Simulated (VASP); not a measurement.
# Os in VASP: notebook, part 3 of 3

VASP 6.6.1.

### 6 Electric field gradients, PBE (zz strain of +3 %)

The input, INCAR:

```
PREC = Accurate ; ENCUT = 520
EDIFF = 1E-8 ; ISMEAR = -1
SIGMA = 0.05 ; LREAL = False
LASPH = True ; NELM = 100
ALGO = Normal ; ISIF = 2
LWAVE = False ; LCHARG = False
GGA = PE ; LEFG = True
NBANDS = 10
```

The input, KPOINTS:

```
Automatic mesh
0
Gamma
  14 14 14
```

The input, POSCAR:

```
Os
1.0
    0.0000000000      1.9450000000      2.0033500000
    1.9450000000      0.0000000000      2.0033500000
    1.9450000000      1.9450000000      0.0000000000
Os
1
Direct
    0.0000000000      0.0000000000      0.0000000000
```

Potentials or basis: VASP PAW PBE potentials, release 64 (Os).

The run is started by

```sh
$ cat potpaw_PBE.64/Os/POTCAR > POTCAR
$ mpirun -np 1 vasp_std > vasp.out
```

OUTCAR:

```text
PREC = Accurate
   ENCUT = 520
   EDIFF = 1E-8
   ISMEAR = -1
   LREAL = False
   LASPH = True
   NELM = 100
   ISIF = 2
   GGA = PE

 ion  position               nearest neighbor table
   1  0.000  0.000  0.000-

  LATTYP: Found a body centered tetragonal cell.
 ALAT       =     2.7506453788
 C/A-ratio  =     1.4566399692

  Lattice vectors:

 A1 = (  -1.9450000000,   0.0000000000,   2.0033500000)
 A2 = (   1.9450000000,   0.0000000000,   2.0033500000)
 A3 = (   0.0000000000,   1.9450000000,  -2.0033500000)

Analysis of symmetry for initial positions (statically):
=====================================================================
 Subroutine PRICEL returns:
 Original cell was already a primitive cell.

 Routine SETGRP: Setting up the symmetry group for a
 body centered tetragonal supercell.

 Subroutine GETGRP returns: Found 16 space group operations
 (whereof 16 operations were pure point group operations)
 out of a pool of 16 trial point group operations.

The static configuration has the point symmetry D_4h.

Analysis of symmetry for dynamics (positions and initial velocities):
=====================================================================
 Subroutine PRICEL returns:
 Original cell was already a primitive cell.

 Routine SETGRP: Setting up the symmetry group for a
 body centered tetragonal supercell.

 Subroutine GETGRP returns: Found 16 space group operations
 (whereof 16 operations were pure point group operations)
 out of a pool of 16 trial point group operations.

The dynamic configuration has the point symmetry D_4h.

 Subroutine INISYM returns: Found 16 space group operations
[... 157 lines left out ...]
      6       8.4478      0.00477
      7      22.4847      0.00000
      8      27.2283      0.00000
      9      28.1199      0.00000
     10      28.1199      0.00000
[... 287 lines left out ...]
 k-point    24 :       0.2857    0.1429    0.0000
  band No.  band energies     occupation
      1       0.6867      2.00000
      2       4.0461      2.00000
      3       5.6759      2.00000
      4       6.7834      2.00000
      5       7.9292      1.97417
      6       9.2368      0.00000
      7      23.2924      0.00000
      8      26.0180      0.00000
      9      28.2263      0.00000
     10      28.8019      0.00000

 [... further k-points ...]

------------------------ aborting loop because EDIFF is reached ----------------------------------------

  FORCE on cell =-STRESS in cart. coord.  units (eV):
  Direction    XX          YY          ZZ          XY          YZ          ZX
  --------------------------------------------------------------------------------------
  -------------------------------------------------------------------------------------
  Total       -1.5636567     -1.5636567     -2.3055480      0.0000000      0.0000000      0.0000000
  in kB     -165.2821463   -165.2821463   -243.7017831      0.0000000      0.0000000      0.0000000
  external PRESSURE =    -191.4220252 kB  Pullay stress =       0.0000000 kB

 VOLUME and BASIS-vectors are now :
 -----------------------------------------------------------------------------
  energy-cutoff  :      520.00
  volume of cell :       15.16
      direct lattice vectors                 reciprocal lattice vectors
     0.000000000  1.945000000  2.003350000    -0.257069409  0.257069409  0.249581950
     1.945000000  0.000000000  2.003350000     0.257069409 -0.257069409  0.249581950
     1.945000000  1.945000000  0.000000000     0.257069409  0.257069409 -0.249581950

 POSITION                                       TOTAL-FORCE (eV/Angst)
 -----------------------------------------------------------------------------------
      0.00000      0.00000      0.00000         0.000000     -0.000000      0.000000
 -----------------------------------------------------------------------------------
    total drift:                                0.000000      0.000000     -0.000000

  FREE ENERGIE OF THE ION-ELECTRON SYSTEM (eV)
  ---------------------------------------------------
  free  energy   TOTEN  =       -11.0495790334 eV

  energy  without entropy=      -11.0394198722  energy(sigma->0) =      -11.04449945

 Electric field gradients (V/A^2)
---------------------------------------------------------------------
 ion       V_xx      V_yy      V_zz      V_xy      V_xz      V_yz
---------------------------------------------------------------------
   1      -3.979    -3.979     7.958     0.000    -0.000    -0.000
---------------------------------------------------------------------

 Electric field gradients after diagonalization (V/A^2)
 (convention: |V_zz| > |V_xx| > |V_yy|)
----------------------------------------------------------------------
 ion       V_xx      V_yy      V_zz     asymmetry (V_yy - V_xx)/ V_zz
----------------------------------------------------------------------
   1      -3.979    -3.979     7.958       0.000
----------------------------------------------------------------------

           NMR quadrupolar parameters

 Cq : quadrupolar parameter    Cq=e*Q*V_zz/h
 eta: asymmetry parameters     (V_yy - V_xx)/ V_zz
 Q  : nuclear electric quadrupole moment in mb (millibarn)
----------------------------------------------------------------------
 ion       Cq(MHz)       eta       Q (mb)
----------------------------------------------------------------------
   1       0.019       0.000       1.000
----------------------------------------------------------------------
```

OSZICAR:

```text
N       E                     dE             d eps       ncg     rms          rms(c)
DAV:   1     0.350540655359E+02    0.35054E+02   -0.41263E+03  5016   0.734E+02
DAV:   2    -0.106807730875E+02   -0.45735E+02   -0.42607E+02  4964   0.196E+02
DAV:   3    -0.117909055372E+02   -0.11101E+01   -0.11038E+01  5818   0.284E+01
DAV:   4    -0.117938441422E+02   -0.29386E-02   -0.29382E-02  5348   0.161E+00
DAV:   5    -0.117938544416E+02   -0.10299E-04   -0.10300E-04  5410   0.872E-02    0.137E+01
DAV:   6    -0.112028667579E+02    0.59099E+00   -0.73791E-01  5808   0.679E+00    0.571E+00
DAV:   7    -0.110536350258E+02    0.14923E+00   -0.44166E-01  6064   0.497E+00    0.300E-01
DAV:   8    -0.110509567625E+02    0.26783E-02   -0.20298E-03  5070   0.359E-01    0.216E-01
DAV:   9    -0.110495847992E+02    0.13720E-02   -0.73561E-04  5320   0.275E-01    0.209E-02
DAV:  10    -0.110495831736E+02    0.16257E-05   -0.81357E-06  5322   0.206E-02    0.867E-03
DAV:  11    -0.110495791036E+02    0.40699E-05   -0.92533E-07  5358   0.143E-02    0.198E-03
DAV:  12    -0.110495790379E+02    0.65697E-07   -0.61187E-09  3550   0.655E-04    0.265E-04
DAV:  13    -0.110495790334E+02    0.45036E-08   -0.69497E-10  2698   0.301E-04
   1 F= -.11049579E+02 E0= -.11044499E+02  d E =-.101592E-01
```

Wall time 10 s (1 thread of Intel Xeon 6975P-C (Granite Rapids), shared host); peak memory 0.17 GiB.

Results:

```
Free energy            : -11.0496 eV
Pressure               : -19.1 GPa
Band gap on the k mesh : zero (band 4 reaches 10.58 eV, above the bottom of band 5 at 6.98 eV)
```

Levels at points of the mesh, in eV from the Fermi level:
| k point | band 2 | band 3 | band 4 | band 5 | band 6 | band 7 |
| --- | --- | --- | --- | --- | --- | --- |
| (0.00, 0.00, 0.00) | -2.89 | -2.50 | -2.50 | -0.21 | 0.30 | 14.34 |
| (0.50, 0.00, 0.00) | -2.96 | -2.57 | -0.14 | 2.07 | 2.29 | 8.06 |
| (0.50, 0.50, 0.00) | -6.08 | 1.84 | 2.16 | 2.76 | 2.76 | 10.56 |
| (0.50, 0.00, 0.50) | -6.11 | 2.11 | 2.44 | 2.59 | 2.99 | 11.31 |

Electric field gradients, principal values (V/Å²):
| atom | least | middle | greatest (by size) |
| --- | --- | --- | --- |
| 1 Os | -3.979 | -3.979 | 7.958 |

Caveat: the cell differs from its parent crystal (zz strain of +3 %); without QUAD_EFG the Cq values of the log hold for a quadrupole moment of 1 mb, not for the nuclei; spin-orbit coupling is left out, which moves the levels of the heavy elements.

### 7 Overview

| cell | gap on the mesh (eV) | pressure (GPa) |
| --- | --- | --- |
| a = 2.737 Å, angles 60.7°, 1 atom | none | -9.6 |
| a = 2.793 Å, angles 58.0°, 1 atom | none | -8.5 |
| a = 2.737, b = 2.737, c = 2.723 Å, angles 60.2, 60.2, 59.7°, 1 atom | none | -2.3 |
| a = 2.792, b = 2.792, c = 2.751 Å, angles 60.5, 60.5, 59.0°, 1 atom | none | -19.1 |

Alike in all rows: task electric field gradients; level PBE; potentials or basis VASP PAW PBE potentials, release 64 (Os); no spin polarisation; k mesh 14 × 14 × 14; cutoff (eV) 520; smearing fermi-dirac 0.05 eV.

Caveats: spin-orbit coupling is left out, which moves the levels of the heavy elements.

Absolute energies hang on the potentials; compare differences alone.
